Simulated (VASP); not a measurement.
Ga3Bi2N3: single point with PBE

Ga3Bi2N3:

```xyz
8
Lattice="4.7361 0.0000 0.0000 0.0000 4.7361 0.0000 0.0000 0.0000 10.7265" Properties=species:S:1:pos:R:3 pbc="T T T"
Ga    2.3680    2.3680    7.8663
Ga    2.3680    2.3680    2.8602
Ga    2.3680    2.3680    5.3632
Bi    0.0000    0.0000    0.0000
Bi    2.3680    2.3680    0.0000
N     2.3680    0.0000    0.0000
N     0.0000    2.3680    0.0000
N     0.0000    0.0000    5.3632
```

The cell was built from a structure type or drawn by symmetry, and may not be a known phase.

- Program: VASP 6.6.1
- Task: single point
- Functional: PBE
- Potentials or basis: VASP PAW PBE potentials, release 64 (Ga_d, Bi_d, N)
- Cutoff: 600 eV
- k mesh: 3 × 3 × 2
- Occupations: gaussian, width 0.15 eV
- Spin: no spin polarisation
- Dipole correction: no
- Further INCAR settings: ALGO = Normal; EDIFF = 1e-06; NBANDS = 52

```
Pressure      : 0.0 GPa
Largest force : 0.016 eV/Å
```

Forces on the atoms (eV/Å):
```
Ga   0.000  0.000 -0.016
Ga   0.000  0.000  0.016
Ga   0.000  0.000  0.000
Bi   0.000  0.000  0.000
Bi   0.000  0.000  0.000
N    0.000  0.000  0.000
N    0.000  0.000  0.000
N    0.000  0.000  0.000
```

Levels at points of the mesh, in eV from the Fermi level:
| k point | band 40 | band 41 | band 42 | band 43 | band 44 | band 45 |
| --- | --- | --- | --- | --- | --- | --- |
| (0.00, 0.00, 0.00) | -0.77 | -0.30 | -0.30 | 0.25 | 1.83 | 1.95 |
| (0.00, 0.00, 0.50) | -0.31 | -0.31 | -0.09 | 0.58 | 0.96 | 1.84 |

It took 5.3 min on 1 thread of Intel Xeon 8259CL, on a shared host, peak memory 0.42 GiB.

Caveat: the k points lie up to 0.44 Å⁻¹ apart; spin-orbit coupling is left out, which moves the levels of the heavy elements.
